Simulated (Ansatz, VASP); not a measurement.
**One calculation of AgCl, two programs**

```
CELL_PARAMETERS angstrom
0.00000 2.73500 2.73500
2.73500 0.00000 2.73500
2.73500 2.73500 0.00000
ATOMIC_POSITIONS crystal
Ag 0.00000 0.00000 0.00000
Cl 0.50000 0.50000 0.50000
```

Alike in both runs: task single point; functional PBEsol; k mesh 6 × 6 × 6; no spin polarisation.

```csv
,VASP,Ansatz
version,VASP 6.6.1,Ansatz 0.2.0
potentials or method,"VASP PAW PBE potentials, release 64 (Ag, Cl)","plane waves, PAW"
plane-wave cutoff (eV),520,420
occupations,"gaussian, width 0.01 eV",fixed
valence electrons in the cell,18,26
```

```tsv
	VASP	Ansatz	Ansatz less VASP
gap on the k mesh at the Fermi level (eV)	0.72	0.72	+0.003
```

VASP's potentials were made for PBE, not for PBEsol. VASP's potentials hold 18 valence electrons a cell and Ansatz's 26, so a difference there can come from the potentials and not from the codes.
